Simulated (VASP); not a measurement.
# Ba: single point with r2SCAN

The system is Ba.

```
Ba
1.0
     7.32655    0.00000    0.00000
    -3.66327    6.34498    0.00000
     0.00000    0.00000    4.28245
Ba
3
Cartesian
  0.0000 0.0000 0.0000
  0.0000 4.2300 2.1412
  3.6633 2.1150 2.1412
```

This isn't the form of Ba at room conditions, which is bcc.

- Program: VASP 6.6.1
- Task: single point
- Functional: r2SCAN
- Potentials or basis: VASP PAW PBE potentials, release 64 (Ba_sv)
- Cutoff: 520 eV
- k mesh: 9 × 9 × 10
- Occupations: gaussian, width 0.1 eV
- Spin: no spin polarisation

```
Pressure               : 0.0 GPa
Band gap on the k mesh : zero (bands 15 and 16 overlap by 0.58 eV)
```

Levels at points of the mesh, in eV from the Fermi level:
| k point | band 13 | band 14 | band 15 | band 16 | band 17 | band 18 |
| --- | --- | --- | --- | --- | --- | --- |
| (0.00, 0.00, 0.00) | -2.88 | -0.21 | 0.37 | 0.37 | 0.46 | 0.46 |
| (0.00, 0.00, 0.50) | -0.65 | -0.34 | -0.34 | -0.20 | -0.07 | -0.07 |

It took 9.8 min on 1 thread of Intel(R) Xeon(R) 6975P-C (Granite Rapids), with other jobs on the host, peak memory 0.49 GiB.

Caveat: the PAW data sets were made with another functional, which shifts forces and pressure a little; spin-orbit coupling is left out, which moves the levels of the heavy elements.
